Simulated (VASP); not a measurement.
# MoS2 (P6_3/mmc) in VASP: settings compared

The runs below take MoS2 through single point, with LDA, BLYP, revPBE, RPBE.

Everything below comes from runs of VASP 6.6.1. Logs are shortened: lines on timing, memory, paths and dates and some standing lists are left out, and cuts for length are marked.

### Step 1. The cell of the first run

The structure is hexagonal, space group P6_3/mmc (No. 194). Conventional cell: a = 3.169 Å, b = 3.169 Å, c = 12.324 Å, α = 90.00°, β = 90.00°, γ = 120.00°. Within 3.2 Å of Mo (site symmetry -6m2) lie 6 S at 2.41 Å and 6 Mo at 3.17 Å. Within 3.2 Å of S (site symmetry 3m) lie 3 Mo at 2.41 Å and 7 S at 3.13 to 3.17 Å.

### Step 2. Single point, LDA

The input, INCAR:

```
SYSTEM = MoS2
  PREC = Accurate
  ENCUT = 500
  EDIFF = 1E-6
  ISMEAR = -1
  SIGMA = 0.05
  LREAL = .FALSE.
  LASPH = .TRUE.
  NELM = 120
  ALGO = Normal
  ISIF = 2
  LWAVE = .FALSE.
  LCHARG = .FALSE.
  GGA = CA
  NBANDS = 35
  GGA_COMPAT = .FALSE.
```

The input, KPOINTS:

```
Automatic mesh
0
G
  9 9 2
  0 0 0
```

The input, POSCAR:

```
MoS2
1.0
    3.1690000000      0.0000000000      0.0000000000
   -1.5845000000      2.7444345046      0.0000000000
    0.0000000000      0.0000000000     12.3240000000
Mo S
2 4
Direct
    0.3333333333      0.6666666667      0.2500000000
    0.6666666667      0.3333333333      0.7500000000
    0.3333333333      0.6666666667      0.6230000000
    0.3333333333      0.6666666667      0.8770000000
    0.6666666667      0.3333333333      0.1230000000
    0.6666666667      0.3333333333      0.3770000000
```

Potentials or basis: VASP PAW LDA potentials, release 64 (Mo_sv, S).

Command:

```console
cat potpaw_LDA.64/Mo_sv/POTCAR potpaw_LDA.64/S/POTCAR > POTCAR
mpirun -np 1 vasp_std > vasp.out
```

OUTCAR:

```text
SYSTEM = MoS2
   PREC = Accurate
   ENCUT = 500
   EDIFF = 1E-6
   ISMEAR = -1
   LREAL = .FALSE.
   LASPH = .TRUE.
   NELM = 120
   ISIF = 2
   GGA = CA

 ion  position               nearest neighbor table
   1  0.333  0.667  0.250-   5 2.41   6 2.41   5 2.41   6 2.41   5 2.41   6 2.41
   2  0.667  0.333  0.750-   3 2.41   4 2.41   3 2.41   4 2.41   3 2.41   4 2.41
   3  0.333  0.667  0.623-   2 2.41   2 2.41   2 2.41
   4  0.333  0.667  0.877-   2 2.41   2 2.41   2 2.41
   5  0.667  0.333  0.123-   1 2.41   1 2.41   1 2.41
   6  0.667  0.333  0.377-   1 2.41   1 2.41   1 2.41

  LATTYP: Found a hexagonal cell.
 ALAT       =     3.1690000000
 C/A-ratio  =     3.8889239508

  Lattice vectors:

 A1 = (   3.1690000000,   0.0000000000,   0.0000000000)
 A2 = (  -1.5845000000,   2.7444345046,   0.0000000000)
 A3 = (   0.0000000000,   0.0000000000,  12.3240000000)

Analysis of symmetry for initial positions (statically):
=====================================================================
 Subroutine PRICEL returns:
 Original cell was already a primitive cell.

 Routine SETGRP: Setting up the symmetry group for a
 hexagonal supercell.

 Subroutine GETGRP returns: Found 24 space group operations
 (whereof 12 operations were pure point group operations)
 out of a pool of 24 trial point group operations.

The static configuration has the point symmetry D_3d.
 The point group associated with its full space group is D_6h.

Analysis of symmetry for dynamics (positions and initial velocities):
=====================================================================
 Subroutine PRICEL returns:
 Original cell was already a primitive cell.

 Routine SETGRP: Setting up the symmetry group for a
 hexagonal supercell.

 Subroutine GETGRP returns: Found 24 space group operations
 (whereof 12 operations were pure point group operations)
 out of a pool of 24 trial point group operations.

The dynamic configuration has the point symmetry D_3d.
 The point group associated with its full space group is D_6h.

 Subroutine INISYM returns: Found 24 space group operations
 (whereof 12 operations are pure point group operations),
 and found     1 'primitive' translations

----------------------------------------------------------------------------------------

                                     Primitive cell

  volume of cell :     107.1832

  direct lattice vectors                    reciprocal lattice vectors
     3.169000000  0.000000000  0.000000000     0.315556958  0.182186895  0.000000000
    -1.584500000  2.744434505  0.000000000     0.000000000  0.364373789  0.000000000
     0.000000000  0.000000000 12.324000000     0.000000000  0.000000000  0.081142486

  length of vectors
     3.169000000  3.169000000 12.324000000     0.364373789  0.364373789  0.081142486

  position of ions in fractional coordinates (direct lattice)
     0.333333333  0.666666667  0.250000000
     0.666666667  0.333333333  0.750000000
     0.333333333  0.666666667  0.623000000
     0.333333333  0.666666667  0.877000000
     0.666666667  0.333333333  0.123000000
     0.666666667  0.333333333  0.377000000

  ion indices of the primitive-cell ions
   primitive index   ion index
                 1           1
                 2           2
                 3           3
                 4           4
                 5           5
                 6           6

----------------------------------------------------------------------------------------

 KPOINTS: Automatic mesh

Automatic generation of k-mesh.
 Grid dimensions read from file:
 generate k-points for:    9    9    2

 Generating k-lattice:

  Cartesian coordinates                     Fractional coordinates (reciprocal lattice)
     0.035061884  0.020242988  0.000000000     0.111111111  0.000000000  0.000000000
     0.000000000  0.040485977  0.000000000     0.000000000  0.111111111  0.000000000
     0.000000000  0.000000000  0.040571243     0.000000000  0.000000000  0.500000000

  Length of vectors
     0.040485977  0.040485977  0.040571243

  Shift w.r.t. Gamma in fractional coordinates (k-lattice)
     0.000000000  0.000000000  0.000000000

 Subroutine IBZKPT returns following result:
 ===========================================

 Found     24 irreducible k-points:

 Following reciprocal coordinates:
            Coordinates               Weight
  0.000000  0.000000  0.000000      1.000000
  0.111111  0.000000  0.000000      6.000000
  0.222222  0.000000  0.000000      6.000000
  0.333333  0.000000  0.000000      6.000000
  0.444444  0.000000  0.000000      6.000000
  0.111111  0.111111  0.000000      6.000000
[... 16 lines left out ...]
  0.333333  0.222222  0.500000     12.000000
  0.333333  0.333333  0.500000      2.000000
   k-points           NKPTS =     24   k-points in BZ     NKDIM =     24   number of bands    NBANDS=     35
   number of dos      NEDOS =    301   number of ions     NIONS =      6
   total plane-waves  NPLWV =  51840
   dimension x,y,z NGX =    24 NGY =   24 NGZ =   90
   dimension x,y,z NGXF=    48 NGYF=   48 NGZF=  180
   ions per type =               2   4
   NGX,Y,Z   is equivalent  to a cutoff of  12.59, 12.59, 12.14 a.u.
   NGXF,Y,Z  is equivalent  to a cutoff of  25.18, 25.18, 24.28 a.u.
 SYSTEM =  MoS2
   PREC   = accura    normal or accurate (medium, high low for compatibility)
   ISTART =      0    job   : 0-new  1-cont  2-samecut
   ICHARG =      2    charge: 1-file 2-atom 10-const
   ISPIN  =      1    spin polarized calculation?
   LNONCOLLINEAR =      F non collinear calculations
   LSORBIT =      F    spin-orbit coupling
   LASPH  =      T    aspherical Exc in radial PAW
   ENCUT  =  500.0 eV  36.75 Ry    6.06 a.u.   5.78  5.78 22.47*2*pi/ulx,y,z
   NELM   =    120;   NELMIN=  2; NELMDL= -5     # of ELM steps
   EDIFF  = 0.1E-05   stopping-criterion for ELM
   LREAL  =      F    real-space projection
   EDIFFG = 0.1E-04   stopping-criterion for IOM
   NSW    =      0    number of steps for IOM
   IBRION =     -1    ionic relax: 0-MD 1-quasi-New 2-CG
   NFREE  =      0    steps in history (QN), initial steepest desc. (CG)
   ISIF   =      2    stress and relaxation
   ISYM   =      2    0-nonsym 1-usesym 2-fastsym
   POTIM  = 0.5000    time-step for ionic-motion
   TEBEG  =    0.0;   TEEND  =   0.0 temperature during run
   PSTRESS=    0.0 pullay stress
   NELECT =      52.0000    total number of electrons
   NUPDOWN=      -1.0000    fix difference up-down
   EMIN   =  10.00;   EMAX   =-10.00  energy-range for DOS
   EFERMI =   0.00;   METHOD = LEGACY
   ISMEAR =    -1;   SIGMA  =   0.05  broadening in eV -4-tet -1-fermi 0-gaus
   EFERMI_NEDOS =   21; number of points for ismear=-14 and -15
   IALGO  =     38    algorithm
   IMIX   =      4    mixing-type and parameters
     AMIX     =   0.40;   BMIX     =  1.00
     AMIX_MAG =   1.60;   BMIX_MAG =  1.00
  volume/ion in A,a.u.               =      17.86       120.55
  Fermi-wavevector in a.u.,A,eV,Ry     =   1.286373  2.430893 22.514325  1.654756
  Thomas-Fermi vector in A             =   2.418452
   LORBIT       =      0    0 simple, 1 ext, 2 COOP (PROOUT), +10 PAW based schemes
   GGA     = CA    functional components
   LHFCALC =     F    Hartree Fock is set to
   AEXX    =    0.0000 exact exchange contribution
   IVDW    =     0    specifies the selected vdW correction
   LEPSILON=     F    determine dielectric tensor
   LRPA    =     F    only Hartree local field effects (RPA)
 non-spin polarized calculation
  energy-cutoff  :      500.00
  volume of cell :      107.18
 maximum number of plane-waves:      2739
 NGX is ok and might be reduce to    24
   NGX = 11   NGY = 11   NGZ = 45

 number of electron      51.9999989 magnetization

 Free energy of the ion-electron system (eV)
  ---------------------------------------------------
  ext. energy  EPLUGINS =         0.00000000
  ---------------------------------------------------
  free energy    TOTEN  =       -48.88674733 eV

  energy without entropy =      -48.88674157  energy(sigma->0) =      -48.88674445

 E-fermi :   7.7400     XC(G=0): -11.1178

 val. band max:        7.3549899802   @ k =   0.0000   0.0000   0.0000
 cond. band min:       8.2543384522   @ k =   0.2222   0.1111   0.0000
 fundamental gap:      0.8993484720
 Fermi energy:         7.7400448128

 k-point     1 :       0.0000    0.0000    0.0000
  band No.  band energies     occupation
      1     -53.8110      2.00000
      2     -53.8110      2.00000
      3     -28.1626      2.00000
      4     -28.1625      2.00000
      5     -27.9266      2.00000
      6     -27.9266      2.00000
[... 27 lines left out ...]
     34       9.7938      0.00000
     35      12.7915      0.00000

 k-point     2 :       0.1111    0.0000    0.0000
  band No.  band energies     occupation
      1     -53.8062      2.00000
      2     -53.8062      2.00000
      3     -28.1533      2.00000
      4     -28.1533      2.00000
      5     -27.9742      2.00000
      6     -27.9742      2.00000
[... 27 lines left out ...]
     34       9.8045      0.00000
     35      13.6170      0.00000

 k-point     3 :       0.2222    0.0000    0.0000
  band No.  band energies     occupation
      1     -53.7941      2.00000
      2     -53.7941      2.00000
      3     -28.1298      2.00000
      4     -28.1297      2.00000
      5     -28.0929      2.00000
      6     -28.0929      2.00000
[... 27 lines left out ...]
     34      10.4461      0.00000
     35      14.6342      0.00000
[... 723 lines left out ...]
 k-point    23 :       0.3333    0.2222    0.5000
  band No.  band energies     occupation
      1     -53.7673      2.00000
      2     -53.7673      2.00000
      3     -28.2635      2.00000
      4     -28.2635      2.00000
      5     -28.1116      2.00000
      6     -28.1116      2.00000
[... 27 lines left out ...]
     34      11.2972      0.00000
     35      13.8022      0.00000

 k-point    24 :       0.3333    0.3333    0.5000
  band No.  band energies     occupation
      1     -53.7649      2.00000
      2     -53.7649      2.00000
      3     -28.2244      2.00000
      4     -28.2244      2.00000
      5     -28.1797      2.00000
      6     -28.1797      2.00000
[... 27 lines left out ...]
     34      11.4791      0.00000
     35      13.9470      0.00000

------------------------ aborting loop because EDIFF is reached ----------------------------------------

  FORCE on cell =-STRESS in cart. coord.  units (eV):
  Direction    XX          YY          ZZ          XY          YZ          ZX
  --------------------------------------------------------------------------------------
  -------------------------------------------------------------------------------------
  Total       -3.8246713     -3.8246713     -3.5449267      0.0000000      0.0000000     -0.0000000
  in kB      -57.1712774    -57.1712774    -52.9896486      0.0000000      0.0000000     -0.0000000
  external PRESSURE =     -55.7774011 kB  Pullay stress =       0.0000000 kB

 VOLUME and BASIS-vectors are now :
 -----------------------------------------------------------------------------
  energy-cutoff  :      500.00
  volume of cell :      107.18
      direct lattice vectors                 reciprocal lattice vectors
     3.169000000  0.000000000  0.000000000     0.315556958  0.182186895  0.000000000
    -1.584500000  2.744434505  0.000000000     0.000000000  0.364373789  0.000000000
     0.000000000  0.000000000 12.324000000     0.000000000  0.000000000  0.081142486

 POSITION                                       TOTAL-FORCE (eV/Angst)
 -----------------------------------------------------------------------------------
     -0.00000      1.82962      3.08100        -0.000000      0.000000      0.000000
      1.58450      0.91481      9.24300         0.000000     -0.000000      0.000000
     -0.00000      1.82962      7.67785         0.000000     -0.000000      0.463734
     -0.00000      1.82962     10.80815        -0.000000     -0.000000     -0.463734
      1.58450      0.91481      1.51585         0.000000      0.000000      0.463734
      1.58450      0.91481      4.64615         0.000000      0.000000     -0.463734
 -----------------------------------------------------------------------------------
    total drift:                               -0.000000      0.000000     -0.000000

  FREE ENERGIE OF THE ION-ELECTRON SYSTEM (eV)
  ---------------------------------------------------
  free  energy   TOTEN  =       -48.8867473266 eV

  energy  without entropy=      -48.8867415703  energy(sigma->0) =      -48.88674445
```

It took 2.5 min on 1 thread of Intel Xeon 8259CL, shared host; peak memory 0.18 GiB.

What came out:

- Free energy: -48.8867 eV
- Pressure: -5.6 GPa
- Largest force: 0.464 eV/Å
- Band gap on the k mesh: 0.90 eV (least direct gap 1.66 eV)

Forces on the atoms (eV/Å):
```
Mo   0.000  0.000  0.000
Mo   0.000  0.000  0.000
S    0.000  0.000  0.464
S    0.000  0.000 -0.464
S    0.000  0.000  0.464
S    0.000  0.000 -0.464
```

Caveat: the cell stands under tension. A k mesh can miss the band edges.

(Part 1 of 3 ends here.)
